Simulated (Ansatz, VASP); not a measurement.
**B in VASP and in Ansatz**

INCAR

```
SYSTEM = B
ALGO     = Normal         ! electronic algorithm
EDIFF    = 1E-7           ! SCF threshold, eV
EDIFFG   = -0.005         ! ionic threshold
ENCUT    = 600            ! plane-wave cutoff, eV
GGA      = PE             ! functional
IBRION   = 2              ! ionic algorithm
ISIF     = 3              ! what is computed and relaxed
ISMEAR   = -1             ! smearing method
LASPH    = .True.         ! aspherical terms in the spheres
LCHARG   = .False.        ! write CHGCAR
LREAL    = .False.        ! projectors in reciprocal space
LWAVE    = .False.        ! write WAVECAR
NELM     = 60             ! most SCF steps
NSW      = 60             ! ionic steps
PREC     = Accurate       ! precision mode
SIGMA    = 0.1            ! smearing width, eV
```

KPOINTS

```
k-points
0
Gamma
  23 23 23
  0 0 0
```

The input POSCAR:

```
B
1.0
    0.0000000000      1.4812480342      1.4812480342
    1.4812480342      0.0000000000      1.4812480342
    1.4812480342      1.4812480342      0.0000000000
B
1
Direct
    0.0000000000      0.0000000000      0.0000000000
```

Input for Ansatz:

```yaml
crystal:
  lattice:
    - [0.0, 1.4812480342, 1.4812480342]
    - [1.4812480342, 0.0, 1.4812480342]
    - [1.4812480342, 1.4812480342, 0.0]
  atoms:
    - { symbol: B, position: [0.0, 0.0, 0.0] }
kpoints:
  mp_grid: { grid: [23, 23, 23] }
scf:
  occupations: { method: fermi_dirac, width: 0.1 }
hamiltonian:
  xc: pbe
  pseudopotentials: { kind: paw }
output:
  forces: true
  stress: true
relax:
  f_tol: 0.005
  max_steps: 40
  cell: {}
```

Alike in both runs: task relaxation of cell and atoms; functional PBE; k mesh 23 × 23 × 23; occupations fermi-dirac, width 0.1 eV; no spin polarisation.

```csv
,VASP,Ansatz
version,VASP 6.6.1,Ansatz 0.2.0
potentials or method,"VASP PAW PBE potentials, release 64 (B)","PAW with Ansatz's default frozen-core files, scalar-relativistic"
plane-wave cutoff (eV),600,420
valence electrons in the cell,3,3
```

```csv
,VASP,Ansatz,Ansatz less VASP
relaxed volume (Å³/atom),5.89,5.89,+0.002
relaxed cell length with the largest relative difference (Å),2.027,2.027,+0.0002
```
